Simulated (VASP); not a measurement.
Crystal: As.

```
As
1.0
     1.88080    1.08588    3.51406
    -1.88080    1.08588    3.51406
     0.00000   -2.17176    3.51406
As
2
Direct
  0.77400 0.77400 0.77400
  0.22600 0.22600 0.22600
```

```yaml
Program: VASP 6.6.1
Task: relaxation of the atoms
Functional: PBE
Dispersion: D3(BJ)
Potentials_or_basis: VASP PAW PBE potentials, release 64 (As)
Cutoff: 520 eV
k_mesh: 15 × 15 × 15
Occupations: gaussian, width 0.1 eV
Spin: no spin polarisation
```

At the start: pressure 0.9 GPa; volume 21.53 Å³/atom.

Problem. How do energy, volume and symmetry change on relaxing?

Solution. Over 3 steps the energy falls by 6.5 meV/atom at a fixed cell; space group R-3m (No. 166, to 0.1 Å) before and after.

Step by step:
```
step  energy change (eV)  largest force (eV/Å)  pressure (GPa)
   1              0.0000                0.4846            0.93
   2             -0.0128                0.0693           -0.28
   3             -0.0131                0.0003           -0.49
```

Final structure:
```yaml
crystal:
  lattice:
    - [1.88080, 1.08588, 3.51406]
    - [-1.88080, 1.08588, 3.51406]
    - [0.00000, -2.17176, 3.51406]
  atoms:
    - { symbol: As, position: [0.77139, 0.77139, 0.77139] }
    - { symbol: As, position: [0.22861, 0.22861, 0.22861] }
```
